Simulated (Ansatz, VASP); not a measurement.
## Two plane-wave programs on MoS2

```
S Mo
1.0
     3.12517    0.00000    0.00000
    -1.56259    2.70648    0.00000
     0.00000    0.00000   30.04000
S Mo
2 1
Direct
  0.66667 0.33333 0.23298
  0.66667 0.33333 0.33693
  0.33333 0.66667 0.28495
```

Alike in both runs: functional PBEsol; dispersion D4; k mesh 12 × 12 × 1; occupations gaussian, width 0.03 eV; no spin polarisation.

Ansatz relaxed the structure, and its values are those at the end. VASP's run is a single point on that final structure, the one shown.

|  | VASP | Ansatz |
| --- | --- | --- |
| version | VASP 6.6.1 | Ansatz 0.2.0 |
| potentials or method | VASP PAW PBE potentials, release 64 (S, Mo_sv), cutoff 400 eV | scalar-relativistic, plane waves, PAW |
| valence electrons in the cell | 26 | 26 |

|  | VASP | Ansatz | Ansatz less VASP |
| --- | --- | --- | --- |
| gap on the k mesh at the Fermi level (eV) | 1.87 | 1.86 | -0.005 |
| least direct gap on the mesh (eV) | 1.87 | 1.86 | -0.005 |

VASP's potentials were made for PBE, not for PBEsol, and Ansatz warns of the same on its side. Ansatz's warnings: slab cell height set, structure snapped to symmetry.
